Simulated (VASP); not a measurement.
Input of a VASP 6.6.1 run:

File INCAR:

```
ALGO = Normal ; EDIFF = 1E-6
ENCUT = 520 ; GGA = PE
ISIF = 2 ; ISMEAR = -1
LASPH = True ; LCHARG = True
LELF = True ; LREAL = Auto
LVHAR = True ; LWAVE = False
NBANDS = 44 ; NELM = 80
PREC = Accurate ; SIGMA = 0.15
```

KPOINTS

```
k-points
0
Gamma
  2 3 1
```

The input POSCAR:

```
Al16In
1.0
    8.1000000000      0.0000000000      0.0000000000
    0.0000000000      5.7275650000      0.0000000000
    0.0000000000      0.0000000000     15.2956740000
Al In
16 1
Direct
    0.2500000000      0.2500015277      0.0653779624
    0.7500000000      0.2500015277      0.0653779624
    0.2500000000      0.7500045831      0.0653779624
    0.7500000000      0.7500045831      0.0653779624
    0.0294691358      0.0386027919      0.1492121236
    0.4994320988      0.0490609884      0.1513434452
    0.0011851852      0.4645778791      0.1413013902
    0.5027283951      0.4807278486      0.1460347547
    0.2590123457      0.2730828895      0.2695598769
    0.7301604938      0.2968277095      0.2666897843
    0.2560740741      0.8318369150      0.2407870356
    0.7351234568      0.7527457131      0.2478870823
   -0.0068024691      0.0029681025      0.3215811216
    0.5090740741      0.0123787334      0.3367684222
   -0.0534444444      0.5366678510      0.3695620082
    0.4798888889      0.5050488297      0.3377229405
    0.2560987654      0.8896799949      0.4561878084
```

Potentials or basis: VASP PAW PBE potentials, release 64 (Al, In_d).

Run with:

```console
$ cat potpaw_PBE.64/Al/POTCAR potpaw_PBE.64/In_d/POTCAR > POTCAR
$ mpirun -np 1 vasp_std > vasp.out
```

Estimate the band gap on the k mesh.

zero (an odd number of electrons rules out a gap without spin polarisation).

Predict the largest force.

1.952 eV/Å.

Forces in eV/Å, atoms in the order of the input:
```
Al   0.616  0.391 -0.339
Al   0.246 -0.206  0.055
Al   0.105 -0.104  0.113
Al   0.178  0.091  0.358
Al  -1.154 -1.517 -0.032
Al   0.177 -1.475  0.192
Al  -0.145  1.836  0.645
Al  -0.240  1.641  0.296
Al  -1.192  0.543 -0.856
Al   0.740 -0.749 -0.688
Al   0.213 -1.628  0.162
Al   0.104  0.352 -0.240
Al  -0.403  0.321  0.390
Al   0.203 -0.210  0.018
Al   0.492 -0.178 -0.397
Al   0.366  1.149  0.418
In  -0.305 -0.257 -0.096
```

Caveat: the k points lie up to 0.39 Å⁻¹ apart, too coarse for converged energies and pressures of a metal; spin-orbit coupling is left out, which moves the levels of the heavy elements.
